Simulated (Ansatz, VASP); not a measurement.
## Two plane-wave programs on I

```xyz
4
Lattice="3.7510 -2.1935 0.0000 3.7510 2.1935 0.0000 0.0000 0.0000 9.6375" Properties=species:S:1:pos:R:3 pbc="T T T"
I     3.7510   -1.4345    1.1832
I     3.7510   -0.7591    6.0019
I     3.7510    1.4345    8.4543
I     3.7510    0.7591    3.6356
```

Alike in both runs: functional PBEsol; k mesh 8 × 8 × 4; occupations gaussian, width 0.02 eV; no spin polarisation.

Ansatz relaxed the structure, and its values are those at the end. VASP's run is a single point on that final structure, the one shown.

|  | VASP | Ansatz |
| --- | --- | --- |
| version | VASP 6.6.1 | Ansatz 0.2.0 |
| potentials or method | VASP PAW PBE potentials, release 64 (I), cutoff 520 eV | scalar-relativistic, plane waves, PAW |
| valence electrons in the cell | 28 | 68 |

```tsv
	VASP	Ansatz	Ansatz less VASP
gap on the k mesh at the Fermi level (eV)	0.80	0.79	-0.008
least direct gap on the mesh (eV)	1.07	1.07	-0.007
pressure (GPa)	0.0	0.0	0.00
rms of the force components (eV/Å)	0.003	0.001	-0.0026
```

VASP's potentials were made for PBE, not for PBEsol. VASP's potentials hold 28 valence electrons a cell and Ansatz's 68, so a difference there can come from the potentials and not from the codes.

Neither program's run includes spin-orbit coupling.
